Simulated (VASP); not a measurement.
Runs of VASP 6.6.1 on Pd. The structure is that of space group P6_3/mmc (No. 194), or close to it. The cells are those of the table. 

| cell | further INCAR settings | gap on the mesh (eV) | pressure (GPa) |
| --- | --- | --- | --- |
| a = 2.696, b = 2.696, c = 9.179 Å, angles 90.0, 90.0, 120.0°, 4 atoms | ALGO = Fast; EDIFF = 1e-06; NBANDS = 28 | none | (b) |
| a = 2.821, b = 2.821, c = 9.179 Å, angles 90.0, 90.0, 120.0°, 4 atoms | ALGO = Fast; EDIFF = 1e-07; NBANDS = 28 | none | (a) |
| a = 2.946, b = 2.946, c = 9.179 Å, angles 90.0, 90.0, 120.0°, 4 atoms | ALGO = Fast; EDIFF = 1e-06; NBANDS = 28 | none | -13.8 |
| a = 2.905, b = 2.905, c = 9.179 Å, angles 90.0, 90.0, 120.0°, 4 atoms | ALGO = Fast; EDIFF = 1e-06; NBANDS = 28 | none | -11.4 |
| a = 2.613, b = 2.613, c = 9.179 Å, angles 90.0, 90.0, 120.0°, 4 atoms | ALGO = Fast; EDIFF = 1e-06; NBANDS = 28 | none | 29.9 |

Alike in all rows: task single point; level PBE; potentials or basis VASP PAW PBE potentials, release 64 (Pd); no spin polarisation; k mesh 18 × 18 × 6; cutoff (eV) 520; smearing gaussian 0.15 eV.

Q: Estimate the missing entries.

A: (a) -4.7; (b) 12.0.

A k mesh can miss the band edges, and the runs leave out spin-orbit coupling on Pd.

A gap of «none» marks levels without a gap at the run's occupations.
